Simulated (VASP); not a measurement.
A run of VASP 6.6.1:

INCAR

```
SYSTEM = SnGe5
PREC = Accurate
ENCUT = 520
EDIFF = 1E-6
ISMEAR = 0
SIGMA = 0.1
LREAL = .False.
LASPH = .True.
NELM = 60
ALGO = Normal
ISIF = 2
LWAVE = .False.
LCHARG = .False.
GGA = PE
NBANDS = 51
```

KPOINTS

```
regular mesh
0
Gamma
  6 6 2
  0 0 0
```

The input POSCAR:

```
SnGe5
1.0
    3.4854103700      0.0000000000      0.0000000000
   -1.7427051900      3.0184539200      0.0000000000
    0.0000000000      0.0000000000     12.5262725400
Sn Ge
1 5
Direct
    0.0000000000      0.0000000000      0.0000000000
    0.3333333300      0.6666666700      0.1828827700
    0.6666666700      0.3333333300      0.3414413900
    0.3333333300      0.6666666700      0.5000000000
    0.0000000000      0.0000000000      0.6585586100
    0.3333333300      0.6666666700      0.8171172300
```

Potentials or basis: VASP PAW PBE potentials, release 64 (Sn_d, Ge_d).

Launch:

```sh
$ cat potpaw_PBE.64/Sn_d/POTCAR potpaw_PBE.64/Ge_d/POTCAR > POTCAR
$ mpirun -np 1 vasp_std > vasp.out
```

Hardware: 1 thread of Intel Xeon 8259CL, on a shared host.

Task: Estimate the wall time of this run.

Result: It took 3.5 min on 1 thread of Intel Xeon 8259CL (shared host), peak memory 0.29 GiB. Counts: scf iterations 16, k points 14.
